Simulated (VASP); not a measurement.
# LiF (I4/mmm) in VASP: a series of runs, part 2 of 2

VASP 6.6.1.

### 3 Electric field gradients, PBE (zz strain of +2 %)

INCAR reads:

```
SYSTEM = LiF
PREC     = Accurate       ! precision mode
ENCUT    = 520            ! plane-wave cutoff, eV
EDIFF    = 1E-8           ! SCF threshold, eV
ISMEAR   = -1             ! smearing method
SIGMA    = 0.03           ! smearing width, eV
LREAL    = .FALSE.        ! projectors in reciprocal space
LASPH    = .TRUE.         ! aspherical terms in the spheres
NELM     = 60             ! most SCF steps
ALGO     = Normal         ! electronic algorithm
ISIF     = 2              ! what is computed and relaxed
LWAVE    = .FALSE.        ! write WAVECAR
LCHARG   = .FALSE.        ! write CHGCAR
GGA      = PE             ! functional
LEFG     = .TRUE.       
NBANDS   = 12             ! bands
```

KPOINTS reads:

```
Automatic mesh
0
G
  10 10 10
  0 0 0
```

POSCAR reads:

```
LiF
1.0
    0.0000000000      2.0140000000      2.0542800000
    2.0140000000      0.0000000000      2.0542800000
    2.0140000000      2.0140000000      0.0000000000
Li F
1 1
Direct
    0.0000000000      0.0000000000      0.0000000000
    0.5000000000      0.5000000000      0.5000000000
```

Potentials or basis: VASP PAW PBE potentials, release 64 (Li_sv, F).

Run with:

```sh
cat potpaw_PBE.64/Li_sv/POTCAR potpaw_PBE.64/F/POTCAR > POTCAR
mpirun -np 1 vasp_std > vasp.out
```

OUTCAR:

```text
SYSTEM = LiF
   PREC = Accurate
   ENCUT = 520
   EDIFF = 1E-8
   ISMEAR = -1
   LREAL = .FALSE.
   LASPH = .TRUE.
   NELM = 60
   ISIF = 2
   GGA = PE

 ion  position               nearest neighbor table
   1  0.000  0.000  0.000-   2 2.01   2 2.01   2 2.01   2 2.01   2 2.05   2 2.05
   2  0.500  0.500  0.500-   1 2.01   1 2.01   1 2.01   1 2.01   1 2.05   1 2.05

  LATTYP: Found a body centered tetragonal cell.
 ALAT       =     2.8482261146
 C/A-ratio  =     1.4424978336

  Lattice vectors:

 A1 = (  -2.0140000000,   0.0000000000,   2.0542800000)
 A2 = (   2.0140000000,   0.0000000000,   2.0542800000)
 A3 = (   0.0000000000,   2.0140000000,  -2.0542800000)

Analysis of symmetry for initial positions (statically):
=====================================================================
 Subroutine PRICEL returns:
 Original cell was already a primitive cell.

 Routine SETGRP: Setting up the symmetry group for a
 body centered tetragonal supercell.

 Subroutine GETGRP returns: Found 16 space group operations
 (whereof 16 operations were pure point group operations)
 out of a pool of 16 trial point group operations.

The static configuration has the point symmetry D_4h.

Analysis of symmetry for dynamics (positions and initial velocities):
=====================================================================
 Subroutine PRICEL returns:
 Original cell was already a primitive cell.

 Routine SETGRP: Setting up the symmetry group for a
 body centered tetragonal supercell.

 Subroutine GETGRP returns: Found 16 space group operations
 (whereof 16 operations were pure point group operations)
 out of a pool of 16 trial point group operations.

The dynamic configuration has the point symmetry D_4h.

 Subroutine INISYM returns: Found 16 space group operations
 (whereof 16 operations are pure point group operations),
 and found     1 'primitive' translations

----------------------------------------------------------------------------------------

                                     Primitive cell

  volume of cell :      16.6651

  direct lattice vectors                    reciprocal lattice vectors
     0.000000000  2.014000000  2.054280000    -0.248262165  0.248262165  0.243394279
     2.014000000  0.000000000  2.054280000     0.248262165 -0.248262165  0.243394279
     2.014000000  2.014000000  0.000000000     0.248262165  0.248262165 -0.243394279

  length of vectors
     2.876849374  2.876849374  2.848226115     0.427210698  0.427210698  0.427210698

  position of ions in fractional coordinates (direct lattice)
     0.000000000  0.000000000  0.000000000
     0.500000000  0.500000000  0.500000000

  ion indices of the primitive-cell ions
   primitive index   ion index
                 1           1
                 2           2

----------------------------------------------------------------------------------------

 KPOINTS: Automatic mesh

Automatic generation of k-mesh.
 Grid dimensions read from file:
[... 84 lines left out ...]
     AMIX     =   0.40;   BMIX     =  1.00
     AMIX_MAG =   1.60;   BMIX_MAG =  1.00
  volume/ion in A,a.u.               =       8.33        56.23
  Fermi-wavevector in a.u.,A,eV,Ry     =   1.380825  2.609381 25.941925  1.906678
  Thomas-Fermi vector in A             =   2.505666
   LORBIT       =      0    0 simple, 1 ext, 2 COOP (PROOUT), +10 PAW based schemes
   GGA     = PE    functional components
   LHFCALC =     F    Hartree Fock is set to
   AEXX    =    0.0000 exact exchange contribution
   IVDW    =     0    specifies the selected vdW correction
   LEPSILON=     F    determine dielectric tensor
   LRPA    =     F    only Hartree local field effects (RPA)
 non-spin polarized calculation
  energy-cutoff  :      520.00
  volume of cell :       16.67
 maximum number of plane-waves:       460
 NGX is ok and might be reduce to    24
   NGX = 11   NGY = 11   NGZ = 11

 number of electron      10.0000000 magnetization

 number of electron       9.9999993 magnetization

 Free energy of the ion-electron system (eV)
  ---------------------------------------------------
  ext. energy  EPLUGINS =         0.00000000
  ---------------------------------------------------
  free energy    TOTEN  =        -9.63957457 eV

  energy without entropy =       -9.63957457  energy(sigma->0) =       -9.63957457

 E-fermi :  -0.3129     XC(G=0):  -9.8857

 val. band max:       -1.1091301236   @ k =   0.0000   0.0000   0.0000
 cond. band min:       7.7747195299   @ k =   0.0000   0.0000   0.0000
 fundamental gap:      8.8838496535
 Fermi energy:        -0.3128803473

 k-point     1 :       0.0000    0.0000    0.0000
  band No.  band energies     occupation
      1     -42.1011      2.00000
      2     -21.0582      2.00000
      3      -1.1528      2.00000
      4      -1.1528      2.00000
      5      -1.1091      2.00000
      6       7.7747      0.00000
      7      22.2749      0.00000
      8      22.7214      0.00000
      9      22.7214      0.00000
     10      22.8851      0.00000
     11      23.0525      0.00000
     12      23.0525      0.00000
[... 331 lines left out ...]
 k-point    24 :       0.4000    0.3000    0.0000
  band No.  band energies     occupation
      1     -42.0479      2.00000
      2     -20.5608      2.00000
      3      -3.4050      2.00000
      4      -1.9649      2.00000
      5      -1.8488      2.00000
      6      11.6403      0.00000
      7      15.6671      0.00000
      8      17.1023      0.00000
      9      19.0043      0.00000
     10      20.0707      0.00000
     11      32.1814      0.00000
     12      33.5946      0.00000

 [... further k-points ...]

------------------------ aborting loop because EDIFF is reached ----------------------------------------

  FORCE on cell =-STRESS in cart. coord.  units (eV):
  Direction    XX          YY          ZZ          XY          YZ          ZX
  --------------------------------------------------------------------------------------
  -------------------------------------------------------------------------------------
  Total        0.0759901      0.0759901     -0.0619297      0.0000000      0.0000000      0.0000000
  in kB        7.3056488      7.3056488     -5.9538950      0.0000000      0.0000000      0.0000000
  external PRESSURE =       2.8858009 kB  Pullay stress =       0.0000000 kB

 VOLUME and BASIS-vectors are now :
 -----------------------------------------------------------------------------
  energy-cutoff  :      520.00
  volume of cell :       16.67
      direct lattice vectors                 reciprocal lattice vectors
     0.000000000  2.014000000  2.054280000    -0.248262165  0.248262165  0.243394279
     2.014000000  0.000000000  2.054280000     0.248262165 -0.248262165  0.243394279
     2.014000000  2.014000000  0.000000000     0.248262165  0.248262165 -0.243394279

 POSITION                                       TOTAL-FORCE (eV/Angst)
 -----------------------------------------------------------------------------------
      0.00000      0.00000      0.00000        -0.000000      0.000000      0.000000
      2.01400      2.01400      2.05428         0.000000     -0.000000      0.000000
 -----------------------------------------------------------------------------------
    total drift:                               -0.000000     -0.000000      0.000000

  FREE ENERGIE OF THE ION-ELECTRON SYSTEM (eV)
  ---------------------------------------------------
  free  energy   TOTEN  =        -9.6395745681 eV

  energy  without entropy=       -9.6395745681  energy(sigma->0) =       -9.63957457

 Electric field gradients (V/A^2)
---------------------------------------------------------------------
 ion       V_xx      V_yy      V_zz      V_xy      V_xz      V_yz
---------------------------------------------------------------------
   1      -0.049    -0.049     0.098    -0.002    -0.001    -0.001
   2      -0.319    -0.319     0.637    -0.000    -0.001    -0.001
---------------------------------------------------------------------

 Electric field gradients after diagonalization (V/A^2)
 (convention: |V_zz| > |V_xx| > |V_yy|)
----------------------------------------------------------------------
 ion       V_xx      V_yy      V_zz     asymmetry (V_yy - V_xx)/ V_zz
----------------------------------------------------------------------
   1      -0.051    -0.047     0.098       0.041
   2      -0.319    -0.318     0.637       0.001
----------------------------------------------------------------------

           NMR quadrupolar parameters

 Cq : quadrupolar parameter    Cq=e*Q*V_zz/h
 eta: asymmetry parameters     (V_yy - V_xx)/ V_zz
 Q  : nuclear electric quadrupole moment in mb (millibarn)
----------------------------------------------------------------------
 ion       Cq(MHz)       eta       Q (mb)
----------------------------------------------------------------------
   1       0.000       0.041       1.000
   2       0.002       0.001       1.000
----------------------------------------------------------------------
```

Run time: 15 s. Hardware: 1 thread of Intel Xeon Platinum 8259CL at 2.50GHz (Skylake/Cascade Lake), shared host; peak memory 0.14 GiB.

What came out:

- Free energy: -9.6396 eV
- Band gap on the k mesh: 8.88 eV
- Largest electric field gradient by atom: Li +0.1; F +0.6 V/Å²

Electric field gradients, principal values (V/Å²):
```csv
atom,least,middle,greatest (by size)
1 Li,-0.047,-0.051,0.098
2 F,-0.318,-0.319,0.637
```

Caveat: the cell differs from its parent crystal (zz strain of +2 %); the cutoff is under 1.25 times the usual one of these potentials, so pressure, stress and relaxed cells hold a basis-set (Pulay) error; without QUAD_EFG the Cq values of the log hold for a quadrupole moment of 1 mb, not for the nuclei.
